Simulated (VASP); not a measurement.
Input of a VASP 6.6.1 run:

Contents of POSCAR:

```
PtSe
1.0
    0.0000000000      2.6953750537      2.6953750537
    2.6953750537      0.0000000000      2.6953750537
    2.6953750537      2.6953750537      0.0000000000
Pt Se
1 1
Direct
    0.5000000000      0.5000000000      0.5000000000
    0.0000000000      0.0000000000      0.0000000000
```

The input INCAR.step1:

```
ALGO = Normal
EDIFF = 1E-5
ENCUT = 520
GGA = PE
ISIF = 2
ISMEAR = -1
LASPH = T
LCHARG = F
LREAL = F
LWAVE = T
NBANDS = 15
NELM = 60
PREC = Accurate
SIGMA = 0.05
```

File INCAR.step2:

```
AEXX = 1.0
AGGAC = 0.0
ALDAC = 0.0
ALGO = Normal
EDIFF = 1E-6
ENCUT = 520
GGA = PE
ISIF = 2
ISMEAR = -1
ISTART = 1
LASPH = T
LCHARG = F
LHFCALC = T
LREAL = F
LWAVE = F
NBANDS = 15
NELM = 60
PREC = Accurate
PRECFOCK = Normal
SIGMA = 0.05
```

KPOINTS

```
k-points
0
Gamma
  4 4 4
```

Potentials or basis: VASP PAW PBE potentials, release 64 (Pt, Se).

Launch:

```sh
$ cat potpaw_PBE.64/Pt/POTCAR potpaw_PBE.64/Se/POTCAR > POTCAR
$ cp INCAR.step1 INCAR
$ mpirun -np 1 vasp_std > vasp.out
$ cp INCAR.step2 INCAR
$ mpirun -np 1 vasp_std > vasp.out
```

Question: Predict the band gap on the k mesh.

Answer: Zero (band 8 reaches 12.94 eV, above the bottom of band 9 at 3.52 eV).

Question: What does it give for the pressure?

Answer: -6.0 GPa.

Caveat: the k points lie up to 0.50 Å⁻¹ apart; the PAW data sets were made with another functional, which shifts forces and pressure a little; spin-orbit coupling is left out, which moves the levels of the heavy elements.
